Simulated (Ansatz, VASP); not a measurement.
## Two plane-wave programs on ZrO2

```xyz
3
Lattice="0.0000 2.5579 2.5579 2.5579 0.0000 2.5579 2.5579 2.5579 0.0000" Properties=species:S:1:pos:R:3 pbc="T T T"
Zr    0.0000    0.0000    0.0000
O     1.2790    1.2790    1.2790
O     3.8369    3.8369    3.8369
```

Alike in both runs: functional PBE; k mesh 8 × 8 × 8; occupations gaussian, width 0.02 eV; no spin polarisation.

Ansatz relaxed the structure, and its values are those at the end. VASP's run is a single point on that final structure, the one shown.

|  | VASP | Ansatz |
| --- | --- | --- |
| version | VASP 6.6.1 | Ansatz 0.2.0 |
| potentials or method | VASP PAW PBE potentials, release 64 (Zr_sv, O), cutoff 600 eV | scalar-relativistic, plane waves, PAW |
| valence electrons in the cell | 24 | 24 |

|  | VASP | Ansatz | Ansatz less VASP |
| --- | --- | --- | --- |
| gap on the k mesh at the Fermi level (eV) | 3.31 | 3.32 | +0.008 |
| least direct gap on the mesh (eV) | 3.74 | 3.75 | +0.005 |
| pressure (GPa) | 0.1 | 0.0 | -0.06 |

With one functional, cell and mesh, what is left measures potentials, basis and numerics.
